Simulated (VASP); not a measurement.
Set up this calculation in VASP 6.6.1, as the native input.

| Property | Result |
| --- | --- |
| Task | single point |
| Functional | r2SCAN |
| Potentials or basis | VASP PAW PBE potentials, release 64 (Ti_sv, C) |
| Cutoff | 520 eV |
| k mesh | 18 × 18 × 18 |
| Occupations | gaussian, width 0.15 eV |
| Spin | no spin polarisation |
| Dipole correction | no |
| Further INCAR settings | ALGO = Normal; EDIFF = 1e-06; NBANDS = 15 |

TiC:

```
Ti C
1.0
     0.00000    2.16400    2.16400
     2.16400    0.00000    2.16400
     2.16400    2.16400    0.00000
Ti C
1 1
Cartesian
  0.0000 0.0000 -0.1125
  2.1640 2.1640 2.1640
```

This cell differs from its parent crystal: all Ti atoms moved +0.113 Å, as atom 1 towards its neighbour atom 2 (C) at 2.164 Å.

The input as run:

POSCAR

```
TiC
1.0
    0.0000000000      2.1640000000      2.1640000000
    2.1640000000      0.0000000000      2.1640000000
    2.1640000000      2.1640000000      0.0000000000
Ti C
1 1
Direct
   -0.0259935305     -0.0259935305      0.0259935305
    0.5000000000      0.5000000000      0.5000000000
```

INCAR.step1

```
  PREC = Accurate
  ENCUT = 520
  ISMEAR = 0
  SIGMA = 0.15
  LREAL = F
  LASPH = T
  NELM = 100
  NBANDS = 15
  GGA = PE
  ALGO = Normal
  EDIFF = 1E-4
  LWAVE = T
  LCHARG = F
```

INCAR.step2

```
  PREC = Accurate
  ENCUT = 520
  EDIFF = 1E-6
  ISMEAR = 0
  SIGMA = 0.15
  LREAL = F
  LASPH = T
  NELM = 100
  ALGO = Normal
  ISIF = 2
  LWAVE = F
  LCHARG = F
  METAGGA = R2SCAN
  LMIXTAU = T
  NBANDS = 15
  ISTART = 1
```

KPOINTS

```
Automatic mesh
0
Gamma
  18 18 18
```

Potentials or basis: VASP PAW PBE potentials, release 64 (Ti_sv, C).

Run with:

```console
$ cat potpaw_PBE.64/Ti_sv/POTCAR potpaw_PBE.64/C/POTCAR > POTCAR
$ cp INCAR.step1 INCAR
$ mpirun -np 1 vasp_std > vasp.out
$ cp INCAR.step2 INCAR
$ mpirun -np 1 vasp_std > vasp.out
```

It gave:

```
Pressure               : 2.4 GPa
Largest force          : 1.004 eV/Å
Band gap on the k mesh : zero (bands 8 and 9 overlap by 1.34 eV)
```

Caveat: the cell differs from its parent crystal (all Ti atoms moved +0.113 Å, as atom 1 towards its neighbour atom 2 (C) at 2.164 Å); the PAW data sets were made with another functional, which shifts forces and pressure a little.

It took 6.1 min on 1 thread of Intel(R) Xeon(R) Platinum 8259CL CPU @ 2.50GHz (Skylake/Cascade Lake) (shared host), peak memory 0.27 GiB.
